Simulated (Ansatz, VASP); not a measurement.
**AlGaN2: VASP beside Ansatz**

```
CELL_PARAMETERS angstrom
3.03740 0.00000 0.00000
0.00000 3.03740 0.00000
0.00000 0.00000 4.60355
ATOMIC_POSITIONS crystal
Al 0.50000 0.50000 0.50000
Ga 0.00000 0.00000 0.00000
N 0.50000 0.00000 0.74005
N 0.00000 0.50000 0.25995
```

Change from the starting cell: strain -0.025 along x and y, +0.050 along z, atoms carried along.

Alike in both runs: task single point; functional LDA; k mesh 8 × 8 × 6; occupations gaussian, width 0.05 eV; no spin polarisation.

|  | VASP | Ansatz |
| --- | --- | --- |
| version | VASP 6.6.1 | Ansatz 0.2.0 |
| potentials or method | VASP PAW LDA potentials, release 64 (Al, Ga_d, N), cutoff 520 eV | scalar-relativistic, plane waves, PAW |
| valence electrons in the cell | 26 | 26 |

|  | VASP | Ansatz | Ansatz less VASP |
| --- | --- | --- | --- |
| gap on the k mesh at the Fermi level (eV) | 2.93 | 2.92 | -0.011 |
| least direct gap on the mesh (eV) | 2.93 | 2.92 | -0.011 |
| pressure (GPa) | 1.0 | 0.1 | -0.89 |
| traceless stress, the component that is largest in VASP (GPa) | -7.79 | -7.86 | -0.072 |
| rms of the force components (eV/Å) | 0.037 | 0.049 | +0.0127 |

LDA's correlation is that of Perdew and Zunger in VASP and of Perdew and Wang (1992) in Ansatz. Atom by atom the forces differ by 0.013 eV/Å (rms over components).
